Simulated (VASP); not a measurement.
Set up this calculation in VASP 6.6.1, as the native input.

| Quantity | Value |
| --- | --- |
| Task | single point |
| Functional | PBEsol |
| Dispersion | D3(BJ) |
| Potentials or basis | VASP PAW PBE potentials, release 64 (Nb_sv, C) |
| Cutoff | 600 eV |
| k mesh | 10 × 10 × 10 |
| Occupations | gaussian, width 0.05 eV |
| Spin | no spin polarisation |
| Dipole correction | no |
| Further INCAR settings | ALGO = Normal; EDIFF = 1e-06; NBANDS = 16 |

The structure of NbC lies in POSCAR:

```
NbC
1.0
    0.0000000000      2.2199283901      2.2199283901
    2.2199283901      0.0000000000      2.2199283901
    2.2199283901      2.2199283901      0.0000000000
Nb C
1 1
Direct
    0.0000000000      0.0000000000      0.0000000000
    0.5000000000      0.5000000000      0.5000000000
```

The input as run:

INCAR

```
SYSTEM = NbC
  ALGO = Normal
  EDIFF = 1E-6
  ENCUT = 600
  GGA = PS
  GGA_COMPAT = .FALSE.
  ISIF = 2
  ISMEAR = 0
  IVDW = 12
  LASPH = .TRUE.
  LCHARG = .FALSE.
  LREAL = .FALSE.
  LWAVE = .FALSE.
  NBANDS = 16
  NELM = 120
  PREC = Accurate
  SIGMA = 0.05
```

KPOINTS

```
k-points
0
G
  10 10 10
  0 0 0
```

Potentials or basis: VASP PAW PBE potentials, release 64 (Nb_sv, C).

Run with:

```sh
$ cat potpaw_PBE.64/Nb_sv/POTCAR potpaw_PBE.64/C/POTCAR > POTCAR
$ mpirun -np 1 vasp_std > vasp.out
```

Results of the run:

* Pressure: -5.5 GPa
* Dispersion energy per atom: -0.471 eV

Caveat: the PAW data sets were made with another functional, which shifts forces and pressure a little; pairwise dispersion overbinds metals, which lowers pressure and volume.

Wall time 13 s on 1 thread of AMD EPYC 9R45 96-Core Processor (Zen 5), with other jobs on the host, peak memory 0.15 GiB.
